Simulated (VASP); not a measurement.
Runs of VASP 6.6.1 on Ta2N. The structure is that of space group P-3m1 (No. 164), or close to it. The cells are those of the table. 

| level | potentials or basis | U | cell | cutoff (eV) | second run | gap on the mesh (eV) | pressure (GPa) | largest force (eV/Å) |
| --- | --- | --- | --- | --- | --- | --- | --- | --- |
| PBEsol | VASP PAW PBE potentials, release 64 (Ta_pv, N) | - | a = 3.174, b = 3.174, c = 4.965 Å, angles 90.0, 90.0, 120.0°, 3 atoms | 520 | - | none | -22.2 | 0.54 |
| r2SCAN+U | VASP PAW PBE potentials, release 64 (Ta_pv, N) | Ta d U = 5.0 eV | a = 3.113, b = 3.113, c = 4.870 Å, angles 90.0, 90.0, 120.0°, 3 atoms | 520 | - | none | (c) | (a) |
| LDA | VASP PAW LDA potentials, release 64 (Ta_pv, N) | - | a = 3.174, b = 3.174, c = 4.965 Å, angles 90.0, 90.0, 120.0°, 3 atoms | 520 | - | none | -26.3 | 0.69 |
| LDA | VASP PAW LDA potentials, release 64 (Ta_sv_GW, N) | - | a = 3.133, b = 3.133, c = 4.902 Å, angles 90.0, 90.0, 120.0°, 3 atoms | 600 | valence_matched | none | -18.6 | 0.52 |
| PBEsol | VASP PAW PBE potentials, release 64 (Ta_pv, N) | - | a = 3.113, b = 3.113, c = 4.870 Å, angles 90.0, 90.0, 120.0°, 3 atoms | 520 | - | none | -8.7 | (b) |

Alike in all rows: task single point; no spin polarisation; k mesh 10 × 10 × 6; smearing fermi-dirac 0.05 eV.

Task: Estimate the missing entries.

Result: (a) 0.77; (b) 0.25; (c) 10.1.

Caveats: spin-orbit coupling is left out, which moves the levels of the heavy elements; the PAW data sets were made with another functional, which shifts forces and pressure a little (some runs); U without spin polarisation on a metal has little footing (some runs).

A k mesh can miss the band edges, and the runs leave out spin-orbit coupling on Ta.

A gap of «none» marks levels without a gap at the run's occupations.

The runs don't all hold the same shells in valence.
